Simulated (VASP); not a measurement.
Write the native input for VASP 6.6.1 that does the following.

* Task: single point
* Functional: PBE
* Potentials or basis: VASP PAW PBE potentials, release 64 (Y_sv)
* Cutoff: 520 eV
* k mesh: 11 × 11 × 11
* Occupations: fermi-dirac, width 0.1 eV
* Spin: no spin polarisation
* Dipole correction: no
* Further INCAR settings: ALGO = Normal; EDIFF = 1e-06; NBANDS = 12

The structure of Y lies in POSCAR:

```
Y
1.0
    3.3980497187      0.0000000000      0.0000000000
    0.0000000000      3.3980497187      0.0000000000
    0.0000000000      0.0000000000      3.3980497187
Y
1
Direct
    0.0000000000      0.0000000000      0.0000000000
```

This isn't the form of Y at room conditions, which is hcp.

One way to write it, as run:

INCAR

```
ALGO = Normal
EDIFF = 1E-6
ENCUT = 520
GGA = PE
ISIF = 2
ISMEAR = -1
LASPH = T
LCHARG = F
LREAL = F
LWAVE = F
NBANDS = 12
NELM = 60
PREC = Accurate
SIGMA = 0.1
```

KPOINTS

```
k-points
0
Gamma
  11 11 11
```

Potentials or basis: VASP PAW PBE potentials, release 64 (Y_sv).

Command:

```console
$ cat potpaw_PBE.64/Y_sv/POTCAR > POTCAR
$ mpirun -np 1 vasp_std > vasp.out
```

It gave:

```yaml
Pressure: -2.6 GPa
Band_gap_on_the_k_mesh: zero (an odd number of electrons rules out a gap without spin polarisation)
```

It took 15 s on 1 thread of Intel(R) Xeon(R) Platinum 8559C (Emerald Rapids), with other jobs on the host, peak memory 0.18 GiB.
